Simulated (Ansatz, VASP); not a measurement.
Y: VASP beside Ansatz

INCAR

```
PREC = Accurate ; ENCUT = 520
EDIFF = 1E-7 ; ISMEAR = -1
SIGMA = 0.08 ; LREAL = False
LASPH = True ; NELM = 60
ALGO = Normal ; ISIF = 2
LWAVE = False ; LCHARG = False
GGA = PE ; NBANDS = 12
```

KPOINTS

```
Automatic mesh
0
Gamma
  11 11 11
```

Contents of POSCAR:

```
Y
1.0
    3.2104336525      0.0000000000      0.0000000000
    0.0000000000      3.2104336525      0.0000000000
    0.0000000000      0.0000000000      3.2104336525
Y
1
Direct
    0.0000000000      0.0000000000      0.0000000000
```

Input for Ansatz:

```yaml
crystal:
  lattice:
    - [3.2104336525, 0.0, 0.0]
    - [0.0, 3.2104336525, 0.0]
    - [0.0, 0.0, 3.2104336525]
  atoms:
    - { symbol: "Y", position: [0.0, 0.0, 0.0] }
kpoints:
  mp_grid: { grid: [11, 11, 11] }
scf:
  occupations: { method: fermi_dirac, width: 0.08 }
hamiltonian:
  xc: pbe
  pseudopotentials: { kind: all_electron, lapw: { basis_error: 0.001 } }
output:
  forces: true
  stress: true
  eigenvalues: true
```

Change from the starting cell: volume scaled by 0.95.

Alike in both runs: task single point; functional PBE; k mesh 11 × 11 × 11; occupations fermi-dirac, width 0.08 eV; no spin polarisation.

|  | VASP | Ansatz |
| --- | --- | --- |
| version | VASP 6.6.1 | Ansatz 0.2.0 |
| potentials or method | VASP PAW PBE potentials, release 64 (Y_sv), cutoff 520 eV | all-electron LAPW, scalar-relativistic |

|  | VASP | Ansatz | Ansatz less VASP |
| --- | --- | --- | --- |
| pressure (GPa) | 1.5 | 1.5 | +0.05 |

Ansatz ran all-electron here, and VASP with PAW potentials.
